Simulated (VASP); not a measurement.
# P (Cmce) in VASP: single point with PBEsol

Aim: the single point of P with PBEsol.

Program: VASP 6.6.1. These are calculated values, not measurements. Logs are shortened: lines on timing, memory, paths and dates and some standing lists are left out, and cuts for length are marked.

## 1. The cell of the first run

Symmetry: Cmce, No. 64, orthorhombic system. The conventional cell has a = 3.426 Å, b = 10.102 Å, c = 3.924 Å, α = 90.00°, β = 90.00°, γ = 90.00°. P (site symmetry m) has 5 P at 2.25 to 3.00 Å within 3.1 Å.

## 2. Single point, PBEsol

INCAR

```
  ALGO = Normal
  EDIFF = 1E-6
  ENCUT = 520
  GGA = PS
  ISIF = 2
  ISMEAR = 0
  LASPH = True
  LCHARG = False
  LREAL = False
  LWAVE = False
  NBANDS = 18
  NELM = 60
  PREC = Accurate
  SIGMA = 0.1
```

KPOINTS

```
k-points
0
Gamma
  4 4 4
```

POSCAR

```
P
1.0
    1.7129768784     -5.0511158439      0.0000000000
    1.7129768784      5.0511158439      0.0000000000
    0.0000000000      0.0000000000      3.9241229228
P
4
Direct
    0.1083514293      0.8916485707      0.0642573348
    0.6083514293      0.3916485707      0.4357426652
    0.8916485707      0.1083514293      0.9357426652
    0.3916485707      0.6083514293      0.5642573348
```

Potentials or basis: VASP PAW PBE potentials, release 64 (P).

Run with:

```
> cat potpaw_PBE.64/P/POTCAR > POTCAR
> mpirun -np 1 vasp_std > vasp.out
```

OUTCAR:

```text
EDIFF = 1E-6
   ENCUT = 520
   GGA = PS
   ISIF = 2
   ISMEAR = 0
   LASPH = True
   LREAL = False
   NELM = 60
   PREC = Accurate

 ion  position               nearest neighbor table
   1  0.108  0.892  0.064-   3 2.25   2 2.25   2 2.25
   2  0.608  0.392  0.436-   4 2.25   1 2.25   1 2.25
   3  0.892  0.108  0.936-   1 2.25   4 2.25   4 2.25
   4  0.392  0.608  0.564-   2 2.25   3 2.25   3 2.25

  LATTYP: Found a base centered orthorhombic cell.
 ALAT       =     3.4259537568
 B/A-ratio  =     2.9487355653
 C/A-ratio  =     1.1454103591

  Lattice vectors:

 A1 = (   1.7129768784,  -5.0511158439,   0.0000000000)
 A2 = (   1.7129768784,   5.0511158439,   0.0000000000)
 A3 = (   0.0000000000,   0.0000000000,   3.9241229228)

Analysis of symmetry for initial positions (statically):
=====================================================================
 Subroutine PRICEL returns:
 Original cell was already a primitive cell.

 Routine SETGRP: Setting up the symmetry group for a
 base centered orthorhombic supercell.

 Subroutine GETGRP returns: Found  8 space group operations
 (whereof  4 operations were pure point group operations)
 out of a pool of  8 trial point group operations.

The static configuration has the point symmetry C_2h.
 The point group associated with its full space group is D_2h.

Analysis of symmetry for dynamics (positions and initial velocities):
=====================================================================
 Subroutine PRICEL returns:
 Original cell was already a primitive cell.

 Routine SETGRP: Setting up the symmetry group for a
 base centered orthorhombic supercell.

 Subroutine GETGRP returns: Found  8 space group operations
 (whereof  4 operations were pure point group operations)
 out of a pool of  8 trial point group operations.

The dynamic configuration has the point symmetry C_2h.
 The point group associated with its full space group is D_2h.

 Subroutine INISYM returns: Found  8 space group operations
 (whereof  4 operations are pure point group operations),
 and found     1 'primitive' translations

----------------------------------------------------------------------------------------

                                     Primitive cell

  volume of cell :      67.9065

  direct lattice vectors                    reciprocal lattice vectors
     1.712976878 -5.051115844  0.000000000     0.291889521 -0.098988029  0.000000000
     1.712976878  5.051115844  0.000000000     0.291889521  0.098988029  0.000000000
     0.000000000  0.000000000  3.924122923     0.000000000  0.000000000  0.254834015

  length of vectors
     5.333672380  5.333672380  3.924122923     0.308217654  0.308217654  0.254834015

  position of ions in fractional coordinates (direct lattice)
     0.108351429  0.891648571  0.064257335
     0.608351429  0.391648571  0.435742665
     0.891648571  0.108351429  0.935742665
     0.391648571  0.608351429  0.564257335

  ion indices of the primitive-cell ions
   primitive index   ion index
                 1           1
                 2           2
                 3           3
                 4           4

----------------------------------------------------------------------------------------

 KPOINTS: k-points

Automatic generation of k-mesh.
 Grid dimensions read from file:
 generate k-points for:    4    4    4

 Generating k-lattice:

  Cartesian coordinates                     Fractional coordinates (reciprocal lattice)
     0.072972380 -0.024747007  0.000000000     0.250000000  0.000000000  0.000000000
     0.072972380  0.024747007  0.000000000     0.000000000  0.250000000  0.000000000
     0.000000000  0.000000000  0.063708504     0.000000000  0.000000000  0.250000000

  Length of vectors
     0.077054413  0.077054413  0.063708504

  Shift w.r.t. Gamma in fractional coordinates (k-lattice)
     0.000000000  0.000000000  0.000000000

 Subroutine IBZKPT returns following result:
 ===========================================

 Found     21 irreducible k-points:

 Following reciprocal coordinates:
            Coordinates               Weight
  0.000000  0.000000  0.000000      1.000000
  0.250000  0.000000  0.000000      4.000000
  0.500000  0.000000  0.000000      2.000000
  0.250000  0.250000  0.000000      2.000000
  0.500000  0.250000  0.000000      4.000000
 -0.250000  0.250000  0.000000      2.000000
[... 13 lines left out ...]
 -0.250000  0.250000  0.500000      2.000000
  0.500000  0.500000  0.500000      1.000000
   k-points           NKPTS =     21   k-points in BZ     NKDIM =     21   number of bands    NBANDS=     18
   number of dos      NEDOS =    301   number of ions     NIONS =      4
   total plane-waves  NPLWV =  48000
   dimension x,y,z NGX =    40 NGY =   40 NGZ =   30
   dimension x,y,z NGXF=    80 NGYF=   80 NGZF=   60
   ions per type =               4
   NGX,Y,Z   is equivalent  to a cutoff of  12.47, 12.47, 12.71 a.u.
   NGXF,Y,Z  is equivalent  to a cutoff of  24.94, 24.94, 25.42 a.u.
 SYSTEM =  unknown system
   PREC   = accura    normal or accurate (medium, high low for compatibility)
   ISTART =      0    job   : 0-new  1-cont  2-samecut
   ICHARG =      2    charge: 1-file 2-atom 10-const
   ISPIN  =      1    spin polarized calculation?
   LNONCOLLINEAR =      F non collinear calculations
   LSORBIT =      F    spin-orbit coupling
   LASPH  =      T    aspherical Exc in radial PAW
   ENCUT  =  520.0 eV  38.22 Ry    6.18 a.u.   9.92  9.92  7.30*2*pi/ulx,y,z
   NELM   =     60;   NELMIN=  2; NELMDL= -5     # of ELM steps
   EDIFF  = 0.1E-05   stopping-criterion for ELM
   LREAL  =      F    real-space projection
   EDIFFG = 0.1E-04   stopping-criterion for IOM
   NSW    =      0    number of steps for IOM
   IBRION =     -1    ionic relax: 0-MD 1-quasi-New 2-CG
   NFREE  =      0    steps in history (QN), initial steepest desc. (CG)
   ISIF   =      2    stress and relaxation
   ISYM   =      2    0-nonsym 1-usesym 2-fastsym
   POTIM  = 0.5000    time-step for ionic-motion
   TEBEG  =    0.0;   TEEND  =   0.0 temperature during run
   PSTRESS=    0.0 pullay stress
   NELECT =      20.0000    total number of electrons
   NUPDOWN=      -1.0000    fix difference up-down
   EMIN   =  10.00;   EMAX   =-10.00  energy-range for DOS
   EFERMI =   0.00;   METHOD = LEGACY
   ISMEAR =     0;   SIGMA  =   0.10  broadening in eV -4-tet -1-fermi 0-gaus
   EFERMI_NEDOS =   21; number of points for ismear=-14 and -15
   IALGO  =     38    algorithm
   IMIX   =      4    mixing-type and parameters
     AMIX     =   0.40;   BMIX     =  1.00
     AMIX_MAG =   1.60;   BMIX_MAG =  1.00
  volume/ion in A,a.u.               =      16.98       114.56
  Fermi-wavevector in a.u.,A,eV,Ry     =   1.089217  2.058321 16.141862  1.186393
  Thomas-Fermi vector in A             =   2.225415
   LORBIT       =      0    0 simple, 1 ext, 2 COOP (PROOUT), +10 PAW based schemes
   GGA     = PS    functional components
   LHFCALC =     F    Hartree Fock is set to
   AEXX    =    0.0000 exact exchange contribution
   IVDW    =     0    specifies the selected vdW correction
   LEPSILON=     F    determine dielectric tensor
   LRPA    =     F    only Hartree local field effects (RPA)
 non-spin polarized calculation
 Gauss-broadening in eV      SIGMA  =   0.10
  energy-cutoff  :      520.00
  volume of cell :       67.91
 maximum number of plane-waves:      1836
   NGX = 19   NGY = 19   NGZ = 15

 number of electron      20.0000002 magnetization

 Free energy of the ion-electron system (eV)
  ---------------------------------------------------
  ext. energy  EPLUGINS =         0.00000000
  ---------------------------------------------------
  free energy    TOTEN  =       -23.05992554 eV

  energy without entropy =      -23.05814203  energy(sigma->0) =      -23.05903378

 E-fermi :   7.6991     XC(G=0): -10.6095

 val. band max:        7.6176207855   @ k =   0.5000   0.5000   0.2500
 cond. band min:       7.7579819333   @ k =   0.5000   0.5000   0.0000
 fundamental gap:      0.1403611478
 Fermi energy:         7.6991031780

 k-point     1 :       0.0000    0.0000    0.0000
  band No.  band energies     occupation
      1      -8.3034      2.00000
      2      -4.6083      2.00000
      3      -0.8937      2.00000
      4       0.2506      2.00000
      5       2.6665      2.00000
      6       3.2110      2.00000
[... 10 lines left out ...]
     17      14.6992      0.00000
     18      15.0116      0.00000

 k-point     2 :       0.2500    0.0000    0.0000
  band No.  band energies     occupation
      1      -7.5500      2.00000
      2      -4.0768      2.00000
      3      -2.3963      2.00000
      4       0.5969      2.00000
      5       1.1288      2.00000
      6       2.6966      2.00000
[... 10 lines left out ...]
     17      12.6707      0.00000
     18      14.3382      0.00000

 k-point     3 :       0.5000    0.0000    0.0000
  band No.  band energies     occupation
      1      -5.3889      2.00000
      2      -5.3889      2.00000
      3      -2.3760      2.00000
      4      -2.3760      2.00000
      5       3.0777      2.00000
      6       3.0777      2.00000
[... 10 lines left out ...]
     17      15.2041      0.00000
     18      15.2041      0.00000

 k-point     4 :       0.2500    0.2500    0.0000
  band No.  band energies     occupation
      1      -5.5514      2.00000
      2      -5.1813      2.00000
      3      -2.9010      2.00000
      4      -1.8097      2.00000
      5       2.4610      2.00000
      6       3.5375      2.00000
[... 312 lines left out ...]
      4      -1.8255      2.00000
      5       1.2410      2.00000
      6       1.2410      2.00000
[... 10 lines left out ...]
     17      13.7009      0.00000
     18      13.7009      0.00000

 k-point    20 :      -0.2500    0.2500    0.5000
  band No.  band energies     occupation
      1      -6.3545      2.00000
      2      -6.3545      2.00000
      3      -1.7802      2.00000
      4      -1.7802      2.00000
      5       3.8094      2.00000
      6       3.8094      2.00000
[... 10 lines left out ...]
     17      15.9430      0.00000
     18      15.9430      0.00000

 k-point    21 :       0.5000    0.5000    0.5000
  band No.  band energies     occupation
      1      -6.2320      2.00000
      2      -6.2320      2.00000
      3      -2.3284      2.00000
      4      -2.3284      2.00000
      5       4.3477      2.00000
      6       4.3477      2.00000
[... 10 lines left out ...]
     17      15.2408      0.00000
     18      15.2408      0.00000

------------------------ aborting loop because EDIFF is reached ----------------------------------------

  FORCE on cell =-STRESS in cart. coord.  units (eV):
  Direction    XX          YY          ZZ          XY          YZ          ZX
  --------------------------------------------------------------------------------------
  -------------------------------------------------------------------------------------
  Total        0.1081700      0.0547656      0.1170280      0.0000000      0.0000000      0.0000000
  in kB        2.5521481      1.2921317      2.7611426      0.0000000      0.0000000      0.0000000
  external PRESSURE =       2.2018075 kB  Pullay stress =       0.0000000 kB

 VOLUME and BASIS-vectors are now :
 -----------------------------------------------------------------------------
  energy-cutoff  :      520.00
  volume of cell :       67.91
      direct lattice vectors                 reciprocal lattice vectors
     1.712976878 -5.051115844  0.000000000     0.291889521 -0.098988029  0.000000000
     1.712976878  5.051115844  0.000000000     0.291889521  0.098988029  0.000000000
     0.000000000  0.000000000  3.924122923     0.000000000  0.000000000  0.254834015

 POSITION                                       TOTAL-FORCE (eV/Angst)
 -----------------------------------------------------------------------------------
      1.71298      3.95652      0.25215         0.000000      0.027679     -0.020282
      1.71298     -1.09459      1.70991         0.000000      0.027679      0.020282
      1.71298     -3.95652      3.67197         0.000000     -0.027679      0.020282
      1.71298      1.09459      2.21422         0.000000     -0.027679     -0.020282
 -----------------------------------------------------------------------------------
    total drift:                                0.000000      0.000000      0.000000

  FREE ENERGIE OF THE ION-ELECTRON SYSTEM (eV)
  ---------------------------------------------------
  free  energy   TOTEN  =       -23.0599255365 eV

  energy  without entropy=      -23.0581420325  energy(sigma->0) =      -23.05903378
```

Run time: 43 s. Hardware: 1 thread of Intel Xeon 8259CL, shared host; peak memory 0.2 GiB.

Results:

* Free energy: -23.0599 eV
* Pressure: 0.2 GPa
* Largest force: 0.034 eV/Å
* Band gap on the k mesh: 0.14 eV (least direct gap 0.22 eV)

Forces in eV/Å, atoms in the order of the input:
```
P    0.000  0.028 -0.020
P    0.000  0.028  0.020
P    0.000 -0.028  0.020
P    0.000 -0.028 -0.020
```

Caveat: the k points lie up to 0.48 Å⁻¹ apart; the PAW data sets were made with another functional, which shifts forces and pressure a little. A k mesh can miss the band edges.
